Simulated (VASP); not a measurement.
# Cd (P6_3/mmc) in VASP: single point with PBE

Aim: the single point of Cd with PBE.

Everything below comes from runs of VASP 6.6.1. Logs are shortened: lines on timing, memory, paths and dates and some standing lists are left out, and cuts for length are marked.

### 1 The cell of the first run

Symmetry: P6_3/mmc, No. 194, hexagonal system. Conventional cell: a = 2.830 Å, b = 2.830 Å, c = 5.477 Å, α = 90.00°, β = 90.00°, γ = 120.00°. Within 3.7 Å of Cd (site symmetry -6m2) lie 12 Cd at 2.83 to 3.19 Å.

### 2 Single point, PBE (strain -0.050 along x and y, -0.025 along z)

Input file INCAR:

```
  PREC = Accurate
  ENCUT = 540
  EDIFF = 1E-6
  ISMEAR = 0
  SIGMA = 0.15
  LREAL = False
  LASPH = True
  NELM = 120
  ALGO = Normal
  ISIF = 2
  LWAVE = False
  LCHARG = False
  GGA = PE
  NBANDS = 27
  GGA_COMPAT = False
```

Input file KPOINTS:

```
regular mesh
0
Gamma
  18 18 8
```

Input file POSCAR:

```
Cd
1.0
    2.8299288827      0.0000000000      0.0000000000
   -1.4149644413      2.4507903033      0.0000000000
    0.0000000000      0.0000000000      5.4772087500
Cd
2
Direct
    0.3333333333      0.6666666667      0.2500000000
    0.6666666667      0.3333333333      0.7500000000
```

Potentials or basis: VASP PAW PBE potentials, release 64 (Cd_sv_GW).

Command:

```console
$ cat potpaw_PBE.64/Cd_sv_GW/POTCAR > POTCAR
$ mpirun -np 1 vasp_std > vasp.out
```

OUTCAR:

```text
PREC = Accurate
   ENCUT = 540
   EDIFF = 1E-6
   ISMEAR = 0
   LREAL = False
   LASPH = True
   NELM = 120
   ISIF = 2
   GGA = PE

 ion  position               nearest neighbor table
   1  0.333  0.667  0.250-
   2  0.667  0.333  0.750-

  LATTYP: Found a hexagonal cell.
 ALAT       =     2.8299288827
 C/A-ratio  =     1.9354580899

  Lattice vectors:

 A1 = (   2.8299288827,   0.0000000000,   0.0000000000)
 A2 = (  -1.4149644413,   2.4507903033,   0.0000000000)
 A3 = (   0.0000000000,   0.0000000000,   5.4772087500)

Analysis of symmetry for initial positions (statically):
=====================================================================
 Subroutine PRICEL returns:
 Original cell was already a primitive cell.

 Routine SETGRP: Setting up the symmetry group for a
 hexagonal supercell.

 Subroutine GETGRP returns: Found 24 space group operations
 (whereof 12 operations were pure point group operations)
 out of a pool of 24 trial point group operations.

The static configuration has the point symmetry D_3d.
 The point group associated with its full space group is D_6h.

Analysis of symmetry for dynamics (positions and initial velocities):
=====================================================================
 Subroutine PRICEL returns:
 Original cell was already a primitive cell.

 Routine SETGRP: Setting up the symmetry group for a
 hexagonal supercell.

 Subroutine GETGRP returns: Found 24 space group operations
 (whereof 12 operations were pure point group operations)
 out of a pool of 24 trial point group operations.

The dynamic configuration has the point symmetry D_3d.
 The point group associated with its full space group is D_6h.

 Subroutine INISYM returns: Found 24 space group operations
 (whereof 12 operations are pure point group operations),
 and found     1 'primitive' translations

----------------------------------------------------------------------------------------

                                     Primitive cell

  volume of cell :      37.9875

  direct lattice vectors                    reciprocal lattice vectors
     2.829928883  0.000000000  0.000000000     0.353365770  0.204015823  0.000000000
    -1.414964441  2.450790303  0.000000000     0.000000000  0.408031645  0.000000000
     0.000000000  0.000000000  5.477208750     0.000000000  0.000000000  0.182574747

  length of vectors
     2.829928883  2.829928883  5.477208750     0.408031645  0.408031645  0.182574747

  position of ions in fractional coordinates (direct lattice)
     0.333333333  0.666666667  0.250000000
     0.666666667  0.333333333  0.750000000

  ion indices of the primitive-cell ions
   primitive index   ion index
                 1           1
                 2           2

----------------------------------------------------------------------------------------

 KPOINTS: regular mesh

Automatic generation of k-mesh.
 Grid dimensions read from file:
 generate k-points for:   18   18    8

 Generating k-lattice:

  Cartesian coordinates                     Fractional coordinates (reciprocal lattice)
     0.019631432  0.011334212  0.000000000     0.055555556  0.000000000  0.000000000
     0.000000000  0.022668425  0.000000000     0.000000000  0.055555556  0.000000000
     0.000000000  0.000000000  0.022821843     0.000000000  0.000000000  0.125000000

  Length of vectors
     0.022668425  0.022668425  0.022821843

  Shift w.r.t. Gamma in fractional coordinates (k-lattice)
     0.000000000  0.000000000  0.000000000

 Subroutine IBZKPT returns following result:
 ===========================================

 Found    185 irreducible k-points:

 Following reciprocal coordinates:
            Coordinates               Weight
  0.000000  0.000000  0.000000      1.000000
  0.055556 -0.000000  0.000000      6.000000
  0.111111 -0.000000  0.000000      6.000000
  0.166667  0.000000  0.000000      6.000000
  0.222222 -0.000000  0.000000      6.000000
  0.277778 -0.000000  0.000000      6.000000
[... 16 lines left out ...]
  0.333333  0.111111  0.000000     12.000000
  0.388889  0.111111  0.000000     12.000000
 [... further k-points ...]
   k-points           NKPTS =    185   k-points in BZ     NKDIM =    185   number of bands    NBANDS=     27
   number of dos      NEDOS =    301   number of ions     NIONS =      2
   total plane-waves  NPLWV =  24192
   dimension x,y,z NGX =    24 NGY =   24 NGZ =   42
   dimension x,y,z NGXF=    48 NGYF=   48 NGZF=   84
   ions per type =               2
   NGX,Y,Z   is equivalent  to a cutoff of  14.10, 14.10, 12.75 a.u.
   NGXF,Y,Z  is equivalent  to a cutoff of  28.20, 28.20, 25.50 a.u.
 SYSTEM =  unknown system
   PREC   = accura    normal or accurate (medium, high low for compatibility)
   ISTART =      0    job   : 0-new  1-cont  2-samecut
   ICHARG =      2    charge: 1-file 2-atom 10-const
   ISPIN  =      1    spin polarized calculation?
   LNONCOLLINEAR =      F non collinear calculations
   LSORBIT =      F    spin-orbit coupling
   LASPH  =      T    aspherical Exc in radial PAW
   ENCUT  =  540.0 eV  39.69 Ry    6.30 a.u.   5.36  5.36 10.38*2*pi/ulx,y,z
   NELM   =    120;   NELMIN=  2; NELMDL= -5     # of ELM steps
   EDIFF  = 0.1E-05   stopping-criterion for ELM
   LREAL  =      F    real-space projection
   EDIFFG = 0.1E-04   stopping-criterion for IOM
   NSW    =      0    number of steps for IOM
   IBRION =     -1    ionic relax: 0-MD 1-quasi-New 2-CG
   NFREE  =      0    steps in history (QN), initial steepest desc. (CG)
   ISIF   =      2    stress and relaxation
   ISYM   =      2    0-nonsym 1-usesym 2-fastsym
   POTIM  = 0.5000    time-step for ionic-motion
   TEBEG  =    0.0;   TEEND  =   0.0 temperature during run
   PSTRESS=    0.0 pullay stress
   NELECT =      40.0000    total number of electrons
   NUPDOWN=      -1.0000    fix difference up-down
   EMIN   =  10.00;   EMAX   =-10.00  energy-range for DOS
   EFERMI =   0.00;   METHOD = LEGACY
   ISMEAR =     0;   SIGMA  =   0.15  broadening in eV -4-tet -1-fermi 0-gaus
   EFERMI_NEDOS =   21; number of points for ismear=-14 and -15
   IALGO  =     38    algorithm
   IMIX   =      4    mixing-type and parameters
     AMIX     =   0.40;   BMIX     =  1.00
     AMIX_MAG =   1.60;   BMIX_MAG =  1.00
  volume/ion in A,a.u.               =      18.99       128.18
  Fermi-wavevector in a.u.,A,eV,Ry     =   1.665512  3.147362 37.741625  2.773931
  Thomas-Fermi vector in A             =   2.751869
   LORBIT       =      0    0 simple, 1 ext, 2 COOP (PROOUT), +10 PAW based schemes
   GGA     = PE    functional components
   LHFCALC =     F    Hartree Fock is set to
   AEXX    =    0.0000 exact exchange contribution
   IVDW    =     0    specifies the selected vdW correction
   LEPSILON=     F    determine dielectric tensor
   LRPA    =     F    only Hartree local field effects (RPA)
 non-spin polarized calculation
 Gauss-broadening in eV      SIGMA  =   0.15
  energy-cutoff  :      540.00
  volume of cell :       37.99
 maximum number of plane-waves:      1136
 NGX is ok and might be reduce to    24
   NGX = 11   NGY = 11   NGZ = 21

 number of electron      40.0000018 magnetization

 Free energy of the ion-electron system (eV)
  ---------------------------------------------------
  ext. energy  EPLUGINS =         0.00000000
  ---------------------------------------------------
  free energy    TOTEN  =        -1.28774156 eV

  energy without entropy =       -1.28436268  energy(sigma->0) =       -1.28605212

 E-fermi :   8.0545     XC(G=0): -12.0170

 val. band max:        8.0126450156   @ k =   0.3333   0.1111   0.0000
 cond. band min:       8.0930539258   @ k =   0.0556   0.0556   0.2500
 fundamental gap:      0.0804089102
 Fermi energy:         8.0544705820

 k-point     1 :       0.0000    0.0000    0.0000
  band No.  band energies     occupation
      1     -95.4282      2.00000
      2     -95.4264      2.00000
      3     -56.4831      2.00000
      4     -56.4507      2.00000
      5     -56.4259      2.00000
      6     -56.4259      2.00000
[... 19 lines left out ...]
     26      24.5361      0.00000
     27      24.5362      0.00000

 k-point     2 :       0.0556   -0.0000    0.0000
  band No.  band energies     occupation
      1     -95.4280      2.00000
      2     -95.4261      2.00000
      3     -56.4827      2.00000
      4     -56.4507      2.00000
      5     -56.4286      2.00000
      6     -56.4267      2.00000
[... 19 lines left out ...]
     26      23.7569      0.00000
     27      24.3136      0.00000

 k-point     3 :       0.1111   -0.0000    0.0000
  band No.  band energies     occupation
      1     -95.4272      2.00000
      2     -95.4254      2.00000
      3     -56.4812      2.00000
      4     -56.4506      2.00000
      5     -56.4373      2.00000
      6     -56.4341      2.00000
[... 19 lines left out ...]
     26      23.4898      0.00000
     27      24.5405      0.00000

 k-point     4 :       0.1667    0.0000    0.0000
  band No.  band energies     occupation
      1     -95.4259      2.00000
      2     -95.4242      2.00000
      3     -56.4787      2.00000
      4     -56.4509      2.00000
      5     -56.4501      2.00000
      6     -56.4475      2.00000
[... 19 lines left out ...]
     26      22.6386      0.00000
     27      23.1513      0.00000
[... 516 lines left out ...]
      4     -56.4970      2.00000
      5     -56.4668      2.00000
      6     -56.4512      2.00000
[... 19 lines left out ...]
     26      20.8253      0.00000
     27      20.9478      0.00000

 k-point    23 :       0.3333    0.1111    0.0000
  band No.  band energies     occupation
      1     -95.4194      2.00000
      2     -95.4186      2.00000
      3     -56.5115      2.00000
      4     -56.5082      2.00000
      5     -56.4635      2.00000
      6     -56.4555      2.00000
[... 19 lines left out ...]
     26      20.4015      0.00000
     27      20.4506      0.00000

 k-point    24 :       0.3889    0.1111    0.0000
  band No.  band energies     occupation
      1     -95.4185      2.00000
      2     -95.4179      2.00000
      3     -56.5187      2.00000
      4     -56.5156      2.00000
      5     -56.4611      2.00000
      6     -56.4584      2.00000
[... 19 lines left out ...]
     26      20.0447      0.00000
     27      20.2235      0.00000

 [... further k-points ...]

------------------------ aborting loop because EDIFF is reached ----------------------------------------

  FORCE on cell =-STRESS in cart. coord.  units (eV):
  Direction    XX          YY          ZZ          XY          YZ          ZX
  --------------------------------------------------------------------------------------
  -------------------------------------------------------------------------------------
  Total        3.5394943      3.5394943      1.7585252      0.0000000     -0.0000000      0.0000000
  in kB      149.2831642    149.2831642     74.1682802      0.0000000     -0.0000000      0.0000000
  external PRESSURE =     124.2448696 kB  Pullay stress =       0.0000000 kB

 VOLUME and BASIS-vectors are now :
 -----------------------------------------------------------------------------
  energy-cutoff  :      540.00
  volume of cell :       37.99
      direct lattice vectors                 reciprocal lattice vectors
     2.829928883  0.000000000  0.000000000     0.353365770  0.204015823  0.000000000
    -1.414964441  2.450790303  0.000000000     0.000000000  0.408031645  0.000000000
     0.000000000  0.000000000  5.477208750     0.000000000  0.000000000  0.182574747

 POSITION                                       TOTAL-FORCE (eV/Angst)
 -----------------------------------------------------------------------------------
     -0.00000      1.63386      1.36930         0.000000     -0.000000      0.000000
      1.41496      0.81693      4.10791        -0.000000      0.000000      0.000000
 -----------------------------------------------------------------------------------
    total drift:                               -0.000000      0.000000      0.000000

  FREE ENERGIE OF THE ION-ELECTRON SYSTEM (eV)
  ---------------------------------------------------
  free  energy   TOTEN  =        -1.2877415640 eV

  energy  without entropy=       -1.2843626837  energy(sigma->0) =       -1.28605212
```

It took 3.2 min on 1 thread of Intel Xeon Platinum 8259CL at 2.50GHz (Skylake/Cascade Lake), shared host; peak memory 0.32 GiB.

What came out:

```yaml
Free_energy: -1.2877 eV
Pressure: 12.4 GPa
Band_gap_on_the_k_mesh: zero (bands 20 and 21 overlap by 5.02 eV)
```

Caveat: the cell differs from its parent crystal (strain -0.050 along x and y, -0.025 along z); the cell stands under pressure.
